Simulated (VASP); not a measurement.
# RbBr (Fm-3m) in VASP: a series of runs

Aim: see how the results for RbBr move with the level of theory and the settings. Levels: PBEsol, PBE, LDA. Tasks: single point.

Program: VASP 6.6.1. These are calculated values, not measurements. Logs are shortened: lines on timing, memory, paths and dates and some standing lists are left out, and cuts for length are marked.

## (1) The cell of the first run

It takes space group Fm-3m (No. 225, cubic). Conventional cell: a = 6.846 Å, b = 6.846 Å, c = 6.846 Å, α = 90.00°, β = 90.00°, γ = 90.00°. Within 4.5 Å of Rb (site symmetry m-3m) lie 6 Br at 3.42 Å. Br (site symmetry m-3m) has 6 Rb at 3.42 Å within 4.5 Å.

## (2) Single point, PBEsol

Input file INCAR:

```
PREC = Accurate ; ENCUT = 520
EDIFF = 1E-7 ; ISMEAR = -1
SIGMA = 0.02 ; LREAL = False
LASPH = True ; NELM = 60
ALGO = Normal ; ISIF = 2
LWAVE = False ; LCHARG = False
GGA = PS ; NBANDS = 15
```

Input file KPOINTS:

```
regular mesh
0
Gamma
  6 6 6
```

Input file POSCAR:

```
RbBr
1.0
    0.0000000000      3.4230275614      3.4230275614
    3.4230275614      0.0000000000      3.4230275614
    3.4230275614      3.4230275614      0.0000000000
Rb Br
1 1
Direct
    0.0000000000      0.0000000000      0.0000000000
    0.5000000000      0.5000000000      0.5000000000
```

Potentials or basis: VASP PAW PBE potentials, release 64 (Rb_sv, Br).

The run is started by

```console
$ cat potpaw_PBE.64/Rb_sv/POTCAR potpaw_PBE.64/Br/POTCAR > POTCAR
$ mpirun -np 1 vasp_std > vasp.out
```

OUTCAR:

```text
PREC = Accurate
   ENCUT = 520
   EDIFF = 1E-7
   ISMEAR = -1
   LREAL = False
   LASPH = True
   NELM = 60
   ISIF = 2
   GGA = PS

 ion  position               nearest neighbor table
   1  0.000  0.000  0.000-   2 3.42   2 3.42   2 3.42   2 3.42   2 3.42   2 3.42
   2  0.500  0.500  0.500-   1 3.42   1 3.42   1 3.42   1 3.42   1 3.42   1 3.42

  LATTYP: Found a face centered cubic cell.
 ALAT       =     6.8460551228

  Lattice vectors:

 A1 = (   0.0000000000,   3.4230275614,   3.4230275614)
 A2 = (   3.4230275614,   0.0000000000,   3.4230275614)
 A3 = (   3.4230275614,   3.4230275614,   0.0000000000)

Analysis of symmetry for initial positions (statically):
=====================================================================
 Subroutine PRICEL returns:
 Original cell was already a primitive cell.

 Routine SETGRP: Setting up the symmetry group for a
 face centered cubic supercell.

 Subroutine GETGRP returns: Found 48 space group operations
 (whereof 48 operations were pure point group operations)
 out of a pool of 48 trial point group operations.

The static configuration has the point symmetry O_h .

Analysis of symmetry for dynamics (positions and initial velocities):
=====================================================================
 Subroutine PRICEL returns:
 Original cell was already a primitive cell.

 Routine SETGRP: Setting up the symmetry group for a
 face centered cubic supercell.

 Subroutine GETGRP returns: Found 48 space group operations
 (whereof 48 operations were pure point group operations)
 out of a pool of 48 trial point group operations.

The dynamic configuration has the point symmetry O_h .

 Subroutine INISYM returns: Found 48 space group operations
 (whereof 48 operations are pure point group operations),
 and found     1 'primitive' translations

----------------------------------------------------------------------------------------

                                     Primitive cell

  volume of cell :      80.2160

  direct lattice vectors                    reciprocal lattice vectors
     0.000000000  3.423027561  3.423027561    -0.146069522  0.146069522  0.146069522
     3.423027561  0.000000000  3.423027561     0.146069522 -0.146069522  0.146069522
     3.423027561  3.423027561  0.000000000     0.146069522  0.146069522 -0.146069522

  length of vectors
     4.840892002  4.840892002  4.840892002     0.252999834  0.252999834  0.252999834

  position of ions in fractional coordinates (direct lattice)
     0.000000000  0.000000000  0.000000000
     0.500000000  0.500000000  0.500000000
[... 78 lines left out ...]
   PSTRESS=    0.0 pullay stress
   NELECT =      16.0000    total number of electrons
   NUPDOWN=      -1.0000    fix difference up-down
   EMIN   =  10.00;   EMAX   =-10.00  energy-range for DOS
   EFERMI =   0.00;   METHOD = LEGACY
   ISMEAR =    -1;   SIGMA  =   0.02  broadening in eV -4-tet -1-fermi 0-gaus
   EFERMI_NEDOS =   21; number of points for ismear=-14 and -15
   IALGO  =     38    algorithm
   IMIX   =      4    mixing-type and parameters
     AMIX     =   0.40;   BMIX     =  1.00
     AMIX_MAG =   1.60;   BMIX_MAG =  1.00
  volume/ion in A,a.u.               =      40.11       270.66
  Fermi-wavevector in a.u.,A,eV,Ry     =   0.956521  1.807562 12.448407  0.914932
  Thomas-Fermi vector in A             =   2.085456
   LORBIT       =      0    0 simple, 1 ext, 2 COOP (PROOUT), +10 PAW based schemes
   GGA     = PS    functional components
   LHFCALC =     F    Hartree Fock is set to
   AEXX    =    0.0000 exact exchange contribution
   IVDW    =     0    specifies the selected vdW correction
   LEPSILON=     F    determine dielectric tensor
   LRPA    =     F    only Hartree local field effects (RPA)
 non-spin polarized calculation
  energy-cutoff  :      520.00
  volume of cell :       80.22
 maximum number of plane-waves:      2200
   NGX = 17   NGY = 17   NGZ = 17

 number of electron      16.0000000 magnetization

 Free energy of the ion-electron system (eV)
  ---------------------------------------------------
  ext. energy  EPLUGINS =         0.00000000
  ---------------------------------------------------
  free energy    TOTEN  =        -6.35537373 eV

  energy without entropy =       -6.35537373  energy(sigma->0) =       -6.35537373

 E-fermi :  -1.4093     XC(G=0):  -7.4198

 val. band max:       -1.8324719145   @ k =   0.0000   0.0000   0.0000
 cond. band min:       2.3873704502   @ k =   0.0000   0.0000   0.0000
 fundamental gap:      4.2198423647
 Fermi energy:        -1.4092871115

 k-point     1 :       0.0000    0.0000    0.0000
  band No.  band energies     occupation
      1     -26.1800      2.00000
      2     -14.0293      2.00000
      3     -10.2679      2.00000
      4     -10.2679      2.00000
      5     -10.2679      2.00000
      6      -1.8325      2.00000
      7      -1.8325      2.00000
      8      -1.8325      2.00000
      9       2.3874      0.00000
     10       5.3684      0.00000
     11       5.3684      0.00000
     12       5.3684      0.00000
     13       6.2622      0.00000
     14       6.2622      0.00000
[... 257 lines left out ...]
      2     -13.9955      2.00000
      3     -10.4304      2.00000
      4     -10.3724      2.00000
      5     -10.2732      2.00000
      6      -2.2618      2.00000
      7      -2.2589      2.00000
      8      -2.1036      2.00000
      9       4.3677      0.00000
     10       5.9443      0.00000
     11       6.0472      0.00000
     12       7.0411      0.00000
     13       8.1119      0.00000
     14       9.0363      0.00000
     15       9.4592      0.00000

------------------------ aborting loop because EDIFF is reached ----------------------------------------

  FORCE on cell =-STRESS in cart. coord.  units (eV):
  Direction    XX          YY          ZZ          XY          YZ          ZX
  --------------------------------------------------------------------------------------
  -------------------------------------------------------------------------------------
  Total        0.0139936      0.0139936      0.0139936      0.0000000     -0.0000000     -0.0000000
  in kB        0.2794989      0.2794989      0.2794989      0.0000000     -0.0000000     -0.0000000
  external PRESSURE =       0.2794989 kB  Pullay stress =       0.0000000 kB

 VOLUME and BASIS-vectors are now :
 -----------------------------------------------------------------------------
  energy-cutoff  :      520.00
  volume of cell :       80.22
      direct lattice vectors                 reciprocal lattice vectors
     0.000000000  3.423027561  3.423027561    -0.146069522  0.146069522  0.146069522
     3.423027561  0.000000000  3.423027561     0.146069522 -0.146069522  0.146069522
     3.423027561  3.423027561  0.000000000     0.146069522  0.146069522 -0.146069522

 POSITION                                       TOTAL-FORCE (eV/Angst)
 -----------------------------------------------------------------------------------
      0.00000      0.00000      0.00000        -0.000000     -0.000000      0.000000
      3.42303      3.42303      3.42303         0.000000      0.000000     -0.000000
 -----------------------------------------------------------------------------------
    total drift:                                0.000000      0.000000      0.000000

  FREE ENERGIE OF THE ION-ELECTRON SYSTEM (eV)
  ---------------------------------------------------
  free  energy   TOTEN  =        -6.3553737321 eV

  energy  without entropy=       -6.3553737321  energy(sigma->0) =       -6.35537373
```

OSZICAR:

```text
N       E                     dE             d eps       ncg     rms          rms(c)
DAV:   1     0.802245364744E+02    0.80225E+02   -0.64907E+03   480   0.902E+02
DAV:   2    -0.100852981815E+01   -0.81233E+02   -0.73639E+02   688   0.164E+02
DAV:   3    -0.639678895941E+01   -0.53883E+01   -0.53616E+01   628   0.422E+01
DAV:   4    -0.655848292790E+01   -0.16169E+00   -0.16165E+00   726   0.657E+00
DAV:   5    -0.655953973280E+01   -0.10568E-02   -0.10568E-02   649   0.517E-01    0.279E+00
DAV:   6    -0.636147948327E+01    0.19806E+00   -0.23835E-01   571   0.227E+00    0.183E+00
DAV:   7    -0.634500283345E+01    0.16477E-01   -0.10478E-01   620   0.160E+00    0.927E-01
DAV:   8    -0.635470506185E+01   -0.97022E-02   -0.12314E-02   538   0.637E-01    0.106E-01
DAV:   9    -0.635498951115E+01   -0.28445E-03   -0.57118E-04   634   0.119E-01    0.603E-02
DAV:  10    -0.635536532023E+01   -0.37581E-03   -0.50438E-04   522   0.117E-01    0.227E-02
DAV:  11    -0.635536738017E+01   -0.20599E-05   -0.26376E-05   607   0.259E-02    0.787E-03
DAV:  12    -0.635537351893E+01   -0.61388E-05   -0.93685E-06   522   0.167E-02    0.171E-03
DAV:  13    -0.635537376757E+01   -0.24864E-06   -0.48258E-07   628   0.361E-03    0.254E-03
DAV:  14    -0.635537373211E+01    0.35457E-07   -0.19093E-07   536   0.215E-03
   1 F= -.63553737E+01 E0= -.63553737E+01  d E =-.105970E-10
```

Wall time 9.2 s (1 thread of Intel Xeon 6975P-C (Granite Rapids), shared host); peak memory 0.21 GiB.

What came out:

| Property | Result |
| --- | --- |
| Free energy | -6.3554 eV |
| Pressure | 0.0 GPa |
| Band gap on the k mesh | 4.22 eV |

Caveat: the PAW data sets were made with another functional, which shifts forces and pressure a little.

(Continued in part 2 of 2.)
